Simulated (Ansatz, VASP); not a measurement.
One calculation of Zr, two programs

```xyz
4
Lattice="4.9841 0.0000 0.0000 -2.4921 4.3164 0.0000 0.0000 0.0000 5.3875" Properties=species:S:1:pos:R:3 pbc="T T T"
Zr    0.0000    2.8776    0.0002
Zr    2.4921    1.4388    2.6939
Zr    0.0000    2.8776    2.6936
Zr    2.4921    1.4388    5.3874
```

Alike in both runs: functional LDA; k mesh 12 × 12 × 8; occupations gaussian, width 0.1 eV; no spin polarisation.

Ansatz relaxed the structure, and its values are those at the end. VASP's run is a single point on that final structure, the one shown.

|  | VASP | Ansatz |
| --- | --- | --- |
| version | VASP 6.6.1 | Ansatz 0.2.0 |
| potentials or method | VASP PAW LDA potentials, release 64 (Zr_sv), cutoff 520 eV | scalar-relativistic, plane waves, PAW |
| valence electrons in the cell | 48 | 48 |

Ansatz gave:

```
gap on the k mesh at the Fermi level (eV) : none
pressure (GPa)                            : -0.1
```

Task: Which values does VASP return?

Result: gap on the k mesh at the Fermi level (eV): none; pressure (GPa): 0.0.

LDA's correlation is that of Perdew and Zunger in VASP and of Perdew and Wang (1992) in Ansatz. A gap of «none» marks a metal or a gap that the smearing closes.
